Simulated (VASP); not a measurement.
# BP (F-43m) in VASP: vibrations by perturbation theory with PBE

Aim: the vibrations by perturbation theory of BP with PBE.

Program: VASP 6.6.1. These are calculated values, not measurements. Logs are shortened: lines on timing, memory, paths and dates and some standing lists are left out, and cuts for length are marked.

### Step 1. The cell of the first run

Symmetry: F-43m, No. 216, cubic system. Conventional cell: a = 4.548 Å, b = 4.548 Å, c = 4.548 Å, α = 90.00°, β = 90.00°, γ = 90.00°. Within 2.6 Å of B (site symmetry -43m) lie 4 P at 1.97 Å. P (site symmetry -43m) has 4 B at 1.97 Å within 2.6 Å.

### Step 2. Vibrations by perturbation theory, PBE

File INCAR:

```
PREC = Accurate ; ENCUT = 500
EDIFF = 1E-8 ; ISMEAR = 0
SIGMA = 0.01 ; LREAL = F
LASPH = T ; NELM = 120
ALGO = Normal ; ISIF = 2
LWAVE = F ; LCHARG = T
GGA = PE ; IBRION = 8
NSW = 1 ; GGA_COMPAT = F
```

File KPOINTS:

```
Automatic mesh
0
Gamma
  8 8 8
```

File POSCAR:

```
BP
1.0
    0.0000000000      2.2742335117      2.2742335117
    2.2742335117      0.0000000000      2.2742335117
    2.2742335117      2.2742335117      0.0000000000
B P
1 1
Direct
    0.0000000000      0.0000000000      0.0000000000
    0.2500000000      0.2500000000      0.2500000000
```

Potentials or basis: VASP PAW PBE potentials, release 64 (B, P).

Started as:

```
cat potpaw_PBE.64/B/POTCAR potpaw_PBE.64/P/POTCAR > POTCAR
mpirun -np 1 vasp_std > vasp.out
```

OUTCAR:

```text
PREC = Accurate
   ENCUT = 500
   EDIFF = 1E-8
   ISMEAR = 0
   LREAL = F
   LASPH = T
   NELM = 120
   ISIF = 2
   GGA = PE
   IBRION = 8
   NSW = 1

 ion  position               nearest neighbor table
   1  0.000  0.000  0.000-   2 1.97   2 1.97   2 1.97   2 1.97
   2  0.250  0.250  0.250-   1 1.97   1 1.97   1 1.97   1 1.97

  LATTYP: Found a face centered cubic cell.
 ALAT       =     4.5484670234

  Lattice vectors:

 A1 = (   0.0000000000,   2.2742335117,   2.2742335117)
 A2 = (   2.2742335117,   0.0000000000,   2.2742335117)
 A3 = (   2.2742335117,   2.2742335117,   0.0000000000)

Analysis of symmetry for initial positions (statically):
=====================================================================
 Subroutine PRICEL returns:
 Original cell was already a primitive cell.

 Routine SETGRP: Setting up the symmetry group for a
 face centered cubic supercell.

 Subroutine GETGRP returns: Found 24 space group operations
 (whereof 24 operations were pure point group operations)
 out of a pool of 48 trial point group operations.

The static configuration has the point symmetry T_d .

Analysis of symmetry for dynamics (positions and initial velocities):
=====================================================================
 Subroutine PRICEL returns:
 Original cell was already a primitive cell.

 Routine SETGRP: Setting up the symmetry group for a
 face centered cubic supercell.

 Subroutine GETGRP returns: Found 24 space group operations
 (whereof 24 operations were pure point group operations)
 out of a pool of 48 trial point group operations.

The dynamic configuration has the point symmetry T_d .

 Subroutine INISYM returns: Found 24 space group operations
 (whereof 24 operations are pure point group operations),
 and found     1 'primitive' translations

----------------------------------------------------------------------------------------

                                     Primitive cell

  volume of cell :      23.5253

  direct lattice vectors                    reciprocal lattice vectors
     0.000000000  2.274233512  2.274233512    -0.219854293  0.219854293  0.219854293
     2.274233512  0.000000000  2.274233512     0.219854293 -0.219854293  0.219854293
     2.274233512  2.274233512  0.000000000     0.219854293  0.219854293 -0.219854293

  length of vectors
     3.216251876  3.216251876  3.216251876     0.380798805  0.380798805  0.380798805

  position of ions in fractional coordinates (direct lattice)
     0.000000000  0.000000000  0.000000000
     0.250000000  0.250000000  0.250000000

  ion indices of the primitive-cell ions
   primitive index   ion index
                 1           1
                 2           2

----------------------------------------------------------------------------------------

 KPOINTS: Automatic mesh

Automatic generation of k-mesh.
 Grid dimensions read from file:
 generate k-points for:    8    8    8

 Generating k-lattice:

  Cartesian coordinates                     Fractional coordinates (reciprocal lattice)
    -0.027481787  0.027481787  0.027481787     0.125000000  0.000000000  0.000000000
     0.027481787 -0.027481787  0.027481787     0.000000000  0.125000000  0.000000000
     0.027481787  0.027481787 -0.027481787     0.000000000  0.000000000  0.125000000

  Length of vectors
     0.047599851  0.047599851  0.047599851

  Shift w.r.t. Gamma in fractional coordinates (k-lattice)
     0.000000000  0.000000000  0.000000000

 Subroutine IBZKPT returns following result:
 ===========================================

 Found     29 irreducible k-points:

 Following reciprocal coordinates:
            Coordinates               Weight
  0.000000  0.000000  0.000000      1.000000
  0.125000  0.000000  0.000000      8.000000
  0.250000  0.000000  0.000000      8.000000
  0.375000  0.000000  0.000000      8.000000
  0.500000  0.000000  0.000000      4.000000
  0.125000  0.125000  0.000000      6.000000
[... 16 lines left out ...]
  0.500000  0.250000  0.125000     48.000000
 -0.375000  0.250000  0.125000     24.000000
 [... further k-points ...]
   k-points           NKPTS =     29   k-points in BZ     NKDIM =     29   number of bands    NBANDS=      8
   number of dos      NEDOS =    301   number of ions     NIONS =      2
   total plane-waves  NPLWV =  13824
   dimension x,y,z NGX =    24 NGY =   24 NGZ =   24
   dimension x,y,z NGXF=    48 NGYF=   48 NGZF=   48
   ions per type =               1   1
   NGX,Y,Z   is equivalent  to a cutoff of  12.41, 12.41, 12.41 a.u.
   NGXF,Y,Z  is equivalent  to a cutoff of  24.81, 24.81, 24.81 a.u.
 SYSTEM =  unknown system
   PREC   = accura    normal or accurate (medium, high low for compatibility)
   ISTART =      0    job   : 0-new  1-cont  2-samecut
   ICHARG =      2    charge: 1-file 2-atom 10-const
   ISPIN  =      1    spin polarized calculation?
   LNONCOLLINEAR =      F non collinear calculations
   LSORBIT =      F    spin-orbit coupling
   LASPH  =      T    aspherical Exc in radial PAW
   ENCUT  =  500.0 eV  36.75 Ry    6.06 a.u.   5.86  5.86  5.86*2*pi/ulx,y,z
   NELM   =    120;   NELMIN=  2; NELMDL= -5     # of ELM steps
   EDIFF  = 0.1E-07   stopping-criterion for ELM
   LREAL  =      F    real-space projection
   EDIFFG = 0.1E-06   stopping-criterion for IOM
   NSW    =      1    number of steps for IOM
   IBRION =      8    ionic relax: 0-MD 1-quasi-New 2-CG
   NFREE  =      0    steps in history (QN), initial steepest desc. (CG)
   ISIF   =      2    stress and relaxation
   ISYM   =      2    0-nonsym 1-usesym 2-fastsym
   POTIM  = 0.5000    time-step for ionic-motion
   TEBEG  =    0.0;   TEEND  =   0.0 temperature during run
   PSTRESS=    0.0 pullay stress
   NELECT =       8.0000    total number of electrons
   NUPDOWN=      -1.0000    fix difference up-down
   EMIN   =  10.00;   EMAX   =-10.00  energy-range for DOS
   EFERMI =   0.00;   METHOD = LEGACY
   ISMEAR =     0;   SIGMA  =   0.01  broadening in eV -4-tet -1-fermi 0-gaus
   EFERMI_NEDOS =   21; number of points for ismear=-14 and -15
   IALGO  =     38    algorithm
   IMIX   =      4    mixing-type and parameters
     AMIX     =   0.40;   BMIX     =  1.00
     AMIX_MAG =   1.60;   BMIX_MAG =  1.00
  volume/ion in A,a.u.               =      11.76        79.38
  Fermi-wavevector in a.u.,A,eV,Ry     =   1.142685  2.159361 17.765515  1.305728
  Thomas-Fermi vector in A             =   2.279382
   LORBIT       =      0    0 simple, 1 ext, 2 COOP (PROOUT), +10 PAW based schemes
   GGA     = PE    functional components
   LHFCALC =     F    Hartree Fock is set to
   AEXX    =    0.0000 exact exchange contribution
   IVDW    =     0    specifies the selected vdW correction
   LEPSILON=     F    determine dielectric tensor
   LRPA    =     F    only Hartree local field effects (RPA)
 non-spin polarized calculation
 Gauss-broadening in eV      SIGMA  =   0.01
  energy-cutoff  :      500.00
  volume of cell :       23.53
 maximum number of plane-waves:       610
   NGX = 11   NGY = 11   NGZ = 11

--------------------------------------- Ionic step        1  -------------------------------------------

 number of electron       8.0000000 magnetization

 Free energy of the ion-electron system (eV)
  ---------------------------------------------------
  ext. energy  EPLUGINS =         0.00000000
  ---------------------------------------------------
  free energy    TOTEN  =       -12.92869586 eV

  energy without entropy =      -12.92869586  energy(sigma->0) =      -12.92869586

 E-fermi :   7.4188     XC(G=0): -10.8771

 val. band max:        7.3521444227   @ k =   0.0000   0.0000   0.0000
 cond. band min:       8.6297539626   @ k =   0.3750   0.3750   0.0000
 fundamental gap:      1.2776095399
 Fermi energy:         7.4188270575

 k-point     1 :       0.0000    0.0000    0.0000
  band No.  band energies     occupation
      1      -8.0470      2.00000
      2       7.3521      2.00000
      3       7.3521      2.00000
      4       7.3521      2.00000
      5      10.7424      0.00000
      6      10.7424      0.00000
      7      10.7424      0.00000
      8      14.6215      0.00000
[... 243 lines left out ...]
 k-point    24 :      -0.3750    0.2500    0.1250
  band No.  band energies     occupation
      1      -4.0956      2.00000
      2      -1.0531      2.00000
      3       2.8469      2.00000
      4       4.2567      2.00000
      5      11.5433      0.00000
      6      12.5270      0.00000
      7      15.6168      0.00000
      8      17.0983      0.00000

 [... further k-points ...]

------------------------ aborting loop because EDIFF is reached ----------------------------------------

  FORCE on cell =-STRESS in cart. coord.  units (eV):
  Direction    XX          YY          ZZ          XY          YZ          ZX
  --------------------------------------------------------------------------------------
  -------------------------------------------------------------------------------------
  Total       -0.0300605     -0.0300605     -0.0300605      0.0000000     -0.0000000      0.0000000
  in kB       -2.0472535     -2.0472535     -2.0472535      0.0000000     -0.0000000      0.0000000
  external PRESSURE =      -2.0472535 kB  Pullay stress =       0.0000000 kB

 VOLUME and BASIS-vectors are now :
 -----------------------------------------------------------------------------
  energy-cutoff  :      500.00
  volume of cell :       23.53
      direct lattice vectors                 reciprocal lattice vectors
     0.000000000  2.274233512  2.274233512    -0.219854293  0.219854293  0.219854293
     2.274233512  0.000000000  2.274233512     0.219854293 -0.219854293  0.219854293
     2.274233512  2.274233512  0.000000000     0.219854293  0.219854293 -0.219854293

 POSITION                                       TOTAL-FORCE (eV/Angst)
 -----------------------------------------------------------------------------------
      0.00000      0.00000      0.00000         0.000000     -0.000000      0.000000
      1.13712      1.13712      1.13712        -0.000000      0.000000     -0.000000
 -----------------------------------------------------------------------------------
    total drift:                                0.000000      0.000000      0.000000

  FREE ENERGIE OF THE ION-ELECTRON SYSTEM (eV)
  ---------------------------------------------------
  free  energy   TOTEN  =       -12.9286958560 eV

  energy  without entropy=      -12.9286958560  energy(sigma->0) =      -12.92869586

[... ionic steps 2 to 3 ...]

--------------------------------------- Ionic step        4  -------------------------------------------

------------------------ aborting loop because EDIFF is reached ----------------------------------------

[... ionic steps 5 to 6 ...]

--------------------------------------- Ionic step        7  -------------------------------------------

 Free energy of the ion-electron system (eV)
  ---------------------------------------------------
  ---------------------------------------------------
  free energy    TOTEN  =        -0.04101083 eV

  energy without entropy =       -0.04101083

------------------------ aborting loop because EDIFF is reached ----------------------------------------

 INTERNAL STRAIN TENSOR  FOR ION    2  DIRECTION 1   (eV/Angst):
 -----------------------------------------------------------------------------
     0.00628  0.00000  0.00000
     0.00000  0.00015 -6.43505
     0.00000 -6.43505  0.00015

 INTERNAL STRAIN TENSOR FOR ION    2 for displacements in x,y,z  (eV/Angst):
          X           Y           Z          XY          YZ          ZX
  --------------------------------------------------------------------------------
  x     0.00000     0.00000    -0.00000     0.00000    -6.43505     0.00000
  y     0.00000     0.00000    -0.00000     0.00000     0.00000    -6.43505
  z    -0.00000    -0.00000     0.00000    -6.43505     0.00000     0.00000

 SECOND DERIVATIVES (NOT SYMMETRIZED)
 ------------------------------------
               1X          1Y          1Z          2X          2Y          2Z
  1X   -18.804146    0.000000    0.000000   18.804146    0.000000    0.000000
  1Y     0.000000  -18.804146    0.000000    0.000000   18.804146    0.000000
  1Z     0.000000    0.000000  -18.804146    0.000000    0.000000   18.804146
  2X    18.808091    0.000000    0.000000  -18.808091    0.000000    0.000000
  2Y     0.000000   18.808091    0.000000    0.000000  -18.808091    0.000000
  2Z     0.000000    0.000000   18.808091    0.000000    0.000000  -18.808091

 Eigenvectors and eigenvalues of the dynamical matrix
 ----------------------------------------------------

   1 f  =   23.947928 THz   150.469268 2PiTHz  798.816887 cm-1    99.040627 meV
             X         Y         Z           dx          dy          dz
      0.000000  0.000000  0.000000     0.860947   -0.000000    0.000000
      1.137117  1.137117  1.137117    -0.508694    0.000000    0.000000
[... 21 lines left out ...]
   6 f/i=    0.001100 THz     0.006912 2PiTHz    0.036696 cm-1     0.004550 meV
             X         Y         Z           dx          dy          dz
      0.000000  0.000000  0.000000     0.396514   -0.318662    0.000000
      1.137117  1.137117  1.137117     0.671088   -0.539325    0.000000

--------------------------------------------------------------------------------------------------------

 ELASTIC MODULI CONTR FROM IONIC RELAXATION (kBar)
 Direction    XX          YY          ZZ          XY          YZ          ZX
 --------------------------------------------------------------------------------
 XX          -0.0000     -0.0000      0.0000     -0.0000      0.0000      0.0000
 YY          -0.0000     -0.0000     -0.0000      0.0000     -0.0000      0.0000
 ZZ           0.0000     -0.0000     -0.0000      0.0000     -0.0000      0.0000
 XY          -0.0000      0.0000      0.0000   -160.0398     -0.0000      0.0000
 YZ           0.0000     -0.0000     -0.0000     -0.0000   -160.0398     -0.0000
 ZX           0.0000      0.0000      0.0000      0.0000     -0.0000   -160.0398
 --------------------------------------------------------------------------------
```

Wall time 22 s (1 thread of Intel Xeon 6975P-C (Granite Rapids), shared host); peak memory 0.17 GiB.

What came out:

| Quantity | Value |
| --- | --- |
| Highest phonon frequency at Γ, LO-TO splitting left out | 799 cm⁻¹ |

Phonon frequencies in cm⁻¹ (negative: imaginary):
```csv
q point,frequencies
"(0.000, 0.000, 0.000)",0 0 0 799 799 799
```
